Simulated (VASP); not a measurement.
Wanted: the native input for a VASP 6.6.1 run.

* Task: relaxation of cell and atoms
* Functional: PBE
* Potentials or basis: VASP PAW PBE potentials, release 64 (Nb_sv, Br)
* Cutoff: 600 eV
* k mesh: 12 × 12 × 4
* Occupations: gaussian, width 0.1 eV
* Spin: no spin polarisation
* Dipole correction: no
* Further INCAR settings: ALGO = Normal; EDIFF = 1e-06; IBRION = 2; EDIFFG = -0.01; NSW = 100; ISIF = 3

The structure of Nb2Br3 lies in POSCAR:

```
Nb2Br3
1.0
    4.1610385207      0.0000000000      0.0000000000
   -2.0805192604      3.6035650651      0.0000000000
    0.0000000000      0.0000000000      9.0740977622
Nb Br
2 3
Direct
    0.3333333333      0.6666666667      0.1024055888
    0.6666666667      0.3333333333      0.8975944112
    0.0000000000      0.0000000000      0.0000000000
    0.3333333333      0.6666666667      0.7052046869
    0.6666666667      0.3333333333      0.2947953131
```

These files were run (other wordings do the same):

INCAR

```
SYSTEM = Nb2Br3
  ALGO = Normal
  EDIFF = 1E-6
  EDIFFG = -0.01
  ENCUT = 600
  GGA = PE
  IBRION = 2
  ISIF = 3
  ISMEAR = 0
  LASPH = .TRUE.
  LCHARG = .FALSE.
  LREAL = .FALSE.
  LWAVE = .FALSE.
  NELM = 80
  NSW = 100
  PREC = Accurate
  SIGMA = 0.1
```

KPOINTS

```
k-points
0
G
  12 12 4
  0 0 0
```

Potentials or basis: VASP PAW PBE potentials, release 64 (Nb_sv, Br).

Command:

```sh
$ cat potpaw_PBE.64/Nb_sv/POTCAR potpaw_PBE.64/Br/POTCAR > POTCAR
$ mpirun -np 1 vasp_std > vasp.out
```

It gave:

| Item | Value |
| --- | --- |
| Relaxed volume | 27.18 Å³/atom |
| Relaxed cell | a = 4.162 Å, b = 4.162 Å, c = 9.060 Å, α = 90.00°, β = 90.00°, γ = 120.00° |
| Space group after relaxing (to 0.1 Å) | P-3m1 (No. 164) |
| Energy gained by relaxing | 0.0 meV/atom |
| Ionic steps | 5 |
| Pressure after relaxing | 0.0 GPa |
| Largest force after relaxing | 0.006 eV/Å |
| Band gap on the k mesh | zero (an odd number of electrons rules out a gap without spin polarisation) |

Caveat: this functional lacks dispersion, which binds layers or chains, so the pressure and a relaxed spacing across them are unreliable; an odd number of electrons without spin polarisation forces a metal; a magnetic or distorted state may lie lower.

It took 7.2 min on 1 thread of Intel(R) Xeon(R) 6975P-C (Granite Rapids), on a shared host, peak memory 0.5 GiB.
